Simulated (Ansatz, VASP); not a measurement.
## Sc in VASP and in Ansatz

```
Sc
1.0
     0.00000    3.13859    3.13859
     3.13859    0.00000    3.13859
     3.13859    3.13859    0.00000
Sc
2
Direct
  0.74000 0.92000 0.92000
  0.26000 0.08000 0.08000
```

Change from the starting cell: shortest bond scaled by 0.64, LAPW.

Alike in both runs: task single point; functional LDA; k mesh 8 × 8 × 8; occupations fermi-dirac, width 0.05 eV; no spin polarisation.

|  | VASP | Ansatz |
| --- | --- | --- |
| version | VASP 6.6.1 | Ansatz 0.2.0 |
| potentials or method | VASP PAW LDA potentials, release 64 (Sc_sv), cutoff 520 eV | all-electron LAPW, scalar-relativistic |

|  | VASP | Ansatz | Ansatz less VASP |
| --- | --- | --- | --- |
| pressure (GPa) | 17.9 | 15.6 | -2.21 |
| traceless stress, the component that is largest in VASP (GPa) | -26.57 | -24.04 | +2.530 |
| rms of the force components (eV/Å) | 9.704 | 8.724 | -0.9794 |

LDA's correlation is that of Perdew and Zunger in VASP and of Perdew and Wang (1992) in Ansatz. Atom by atom the forces differ by 0.979 eV/Å (rms over components). Ansatz ran all-electron here, and VASP with PAW potentials.
